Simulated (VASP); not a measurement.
# Mo (Im-3m) in VASP: notebook, part 2 of 2

VASP 6.6.1.

### 3 Relaxation of cell and atoms, r2SCAN

The input, POSCAR:

```
Mo
1.0
   -1.5734150000      1.5734150000      1.5734150000
    1.5734150000     -1.5734150000      1.5734150000
    1.5734150000      1.5734150000     -1.5734150000
Mo
1
Direct
    0.0000000000      0.0000000000      0.0000000000
```

The input, INCAR.step1:

```
  PREC = Accurate
  ENCUT = 600
  ISMEAR = 1
  SIGMA = 0.1
  LREAL = False
  LASPH = True
  NELM = 100
  GGA = PE
  ALGO = Normal
  EDIFF = 1E-4
  LWAVE = True
  LCHARG = False
```

The input, INCAR.step2:

```
  PREC = Accurate
  ENCUT = 600
  EDIFF = 1E-7
  ISMEAR = 1
  SIGMA = 0.1
  LREAL = False
  LASPH = True
  NELM = 100
  ALGO = Normal
  ISIF = 3
  LWAVE = False
  LCHARG = False
  METAGGA = R2SCAN
  LMIXTAU = True
  IBRION = 2
  NSW = 50
  EDIFFG = -0.01
  ISTART = 1
```

The input, KPOINTS:

```
regular mesh
0
Gamma
  9 9 9
```

Potentials or basis: VASP PAW PBE potentials, release 64 (Mo_sv).

On the command line:

```bash
$ cat potpaw_PBE.64/Mo_sv/POTCAR > POTCAR
$ cp INCAR.step1 INCAR
$ mpirun -np 1 vasp_std > vasp.out
$ cp INCAR.step2 INCAR
$ mpirun -np 1 vasp_std > vasp.out
```

OUTCAR:

```text
PREC = Accurate
   ENCUT = 600
   EDIFF = 1E-7
   ISMEAR = 1
   LREAL = False
   LASPH = True
   NELM = 100
   ISIF = 3
   METAGGA = R2SCAN
   IBRION = 2
   NSW = 50
   EDIFFG = -0.01
   ISTART = 1

 ion  position               nearest neighbor table
   1  0.000  0.000  0.000-

  LATTYP: Found a body centered cubic cell.
 ALAT       =     3.1468300000

  Lattice vectors:

 A1 = (  -1.5734150000,   1.5734150000,   1.5734150000)
 A2 = (   1.5734150000,  -1.5734150000,   1.5734150000)
 A3 = (   1.5734150000,   1.5734150000,  -1.5734150000)

Analysis of symmetry for initial positions (statically):
=====================================================================
 Subroutine PRICEL returns:
 Original cell was already a primitive cell.

 Routine SETGRP: Setting up the symmetry group for a
 body centered cubic supercell.

 Subroutine GETGRP returns: Found 48 space group operations
 (whereof 48 operations were pure point group operations)
 out of a pool of 48 trial point group operations.

The static configuration has the point symmetry O_h .

Analysis of symmetry for dynamics (positions and initial velocities):
=====================================================================
 Subroutine PRICEL returns:
 Original cell was already a primitive cell.

 Routine SETGRP: Setting up the symmetry group for a
 body centered cubic supercell.

 Subroutine GETGRP returns: Found 48 space group operations
 (whereof 48 operations were pure point group operations)
 out of a pool of 48 trial point group operations.

The dynamic configuration has the point symmetry O_h .

 Subroutine INISYM returns: Found 48 space group operations
 (whereof 48 operations are pure point group operations),
 and found     1 'primitive' translations

[... 127 lines left out ...]
  volume of cell :       15.58
 maximum number of plane-waves:       531
 NGX is ok and might be reduce to    24
   NGX = 11   NGY = 11   NGZ = 11

--------------------------------------- Ionic step        1  -------------------------------------------

 number of electron      14.0000002 magnetization

 Free energy of the ion-electron system (eV)
  ---------------------------------------------------
  ext. energy  EPLUGINS =         0.00000000
  ---------------------------------------------------
  free energy    TOTEN  =       -26.08847731 eV

  energy without entropy =      -26.08696905  energy(sigma->0) =      -26.08797455

------------------------ aborting loop because EDIFF is reached ----------------------------------------

  FORCE on cell =-STRESS in cart. coord.  units (eV):
  Direction    XX          YY          ZZ          XY          YZ          ZX
  --------------------------------------------------------------------------------------
  -------------------------------------------------------------------------------------
  Total        0.1556609      0.1556609      0.1556609      0.0000000      0.0000000      0.0000000
  in kB       16.0066438     16.0066438     16.0066438      0.0000000      0.0000000      0.0000000
  external PRESSURE =      16.0066438 kB  Pullay stress =       0.0000000 kB
[... 57 lines left out ...]
--------------------------------------- Ionic step        3  -------------------------------------------

 number of electron      14.0000002 magnetization

 Free energy of the ion-electron system (eV)
  ---------------------------------------------------
  ext. energy  EPLUGINS =         0.00000000
  ---------------------------------------------------
  free energy    TOTEN  =       -26.08891576 eV

  energy without entropy =      -26.08745620  energy(sigma->0) =      -26.08842924

 E-fermi :  12.4953     XC(G=0): -14.6229

 val. band max:       12.4891797134   @ k =  -0.2222   0.2222   0.1111
 cond. band min:      12.7325742164   @ k =  -0.4444   0.4444   0.2222
 fundamental gap:      0.2433945030
 Fermi energy:        12.4952519428

 k-point     1 :       0.0000    0.0000    0.0000
  band No.  band energies     occupation
      1     -50.7185      2.00000
      2     -23.1963      2.00000
      3     -23.1963      2.00000
      4     -23.1963      2.00000
      5       4.8543      2.00000
      6      11.0915      2.00000
      7      11.0915      2.00000
      8      11.0915      2.00000
      9      14.4109     -0.00000
     10      14.4109     -0.00000
     11      28.0023      0.00000
[... 309 lines left out ...]
 k-point    24 :      -0.4444   -0.4444    0.1111
  band No.  band energies     occupation
      1     -50.3791      2.00000
      2     -24.5357      2.00000
      3     -23.9002      2.00000
      4     -23.4322      2.00000
      5       7.9862      2.00000
      6       9.8802      2.00000
      7      10.5776      2.00000
      8      13.3686     -0.00000
      9      16.3324      0.00000
     10      19.8870      0.00000
     11      23.9877      0.00000

 [... further k-points ...]

------------------------ aborting loop because EDIFF is reached ----------------------------------------

  FORCE on cell =-STRESS in cart. coord.  units (eV):
  Direction    XX          YY          ZZ          XY          YZ          ZX
  --------------------------------------------------------------------------------------
  -------------------------------------------------------------------------------------
  Total        0.0002452      0.0002452      0.0002452     -0.0000000      0.0000000     -0.0000000
  in kB        0.0250749      0.0250749      0.0250749     -0.0000000      0.0000000     -0.0000000
  external PRESSURE =       0.0250749 kB  Pullay stress =       0.0000000 kB
[... 16 lines left out ...]
  FREE ENERGIE OF THE ION-ELECTRON SYSTEM (eV)
  ---------------------------------------------------
  free  energy   TOTEN  =       -26.0889157647 eV

  energy  without entropy=      -26.0874561952  energy(sigma->0) =      -26.08842924

 reached required accuracy - stopping structural energy minimisation
```

OUTCAR.step1:

```text
PREC = Accurate
   ENCUT = 600
   ISMEAR = 1
   LREAL = False
   LASPH = True
   NELM = 100
[... 551 lines left out ...]

 POSITION                                       TOTAL-FORCE (eV/Angst)
 -----------------------------------------------------------------------------------
      0.00000      0.00000      0.00000        -0.000000      0.000000     -0.000000
 -----------------------------------------------------------------------------------
    total drift:                                0.000000      0.000000     -0.000000

  FREE ENERGIE OF THE ION-ELECTRON SYSTEM (eV)
  ---------------------------------------------------
  free  energy   TOTEN  =       -10.9474047923 eV

  energy  without entropy=      -10.9461946003  energy(sigma->0) =      -10.94700139
```

OSZICAR.step1:

```text
N       E                     dE             d eps       ncg     rms          rms(c)
DAV:   1     0.102665671504E+03    0.10267E+03   -0.90409E+03   786   0.145E+03
DAV:   2    -0.100890071822E+02   -0.11275E+03   -0.10882E+03   833   0.366E+02
DAV:   3    -0.115956691369E+02   -0.15067E+01   -0.14952E+01   869   0.427E+01
DAV:   4    -0.115996427455E+02   -0.39736E-02   -0.39733E-02   860   0.261E+00
DAV:   5    -0.115996656394E+02   -0.22894E-04   -0.22893E-04   895   0.190E-01    0.148E+01
DAV:   6    -0.110293100207E+02    0.57036E+00   -0.10212E+00   812   0.123E+01    0.403E+00
DAV:   7    -0.109514927282E+02    0.77817E-01   -0.20170E-01   880   0.509E+00    0.910E-01
DAV:   8    -0.109473694690E+02    0.41233E-02   -0.49126E-03   819   0.931E-01    0.257E-01
DAV:   9    -0.109474047923E+02   -0.35323E-04   -0.14703E-04   523   0.166E-01
   1 F= -.10947405E+02 E0= -.10947001E+02  d E =-.121019E-02
```

Wall time 33 s (1 thread of Intel Xeon 6975P-C (Granite Rapids), shared host); peak memory 0.15 GiB.

Results:

```
Free energy                            : -26.0889 eV
Relaxed volume                         : 15.67 Å³/atom
Relaxed cell                           : a = 2.730 Å, b = 2.730 Å, c = 2.730 Å, α = 109.47°, β = 109.47°, γ = 109.47°
Space group after relaxing (to 0.05 Å) : Im-3m (No. 229)
Energy gained by relaxing              : 0.4 meV/atom
Ionic steps                            : 3
Pressure after relaxing                : 0.0 GPa
Band gap on the k mesh                 : zero (band 7 reaches 15.89 eV, above the bottom of band 8 at 11.09 eV)
```

Step by step:
```tsv
step	energy change (eV)	largest force (eV/Å)	pressure (GPa)	volume (Å³)
1	0.0000	0.0000	1.60	15.58
2	0.0033	0.0000	-4.47	15.93
3	-0.0004	0.0000	0.00	15.67
```

Final structure:
```yaml
crystal:
  lattice:
    - [-1.57642, 1.57642, 1.57642]
    - [1.57642, -1.57642, 1.57642]
    - [1.57642, 1.57642, -1.57642]
  atoms:
    - { symbol: Mo, position: [0.00000, 0.00000, 0.00000] }
```

Caveat: the PAW data sets were made with another functional, which shifts forces and pressure a little. Zero-point motion and thermal expansion aren't in these numbers.
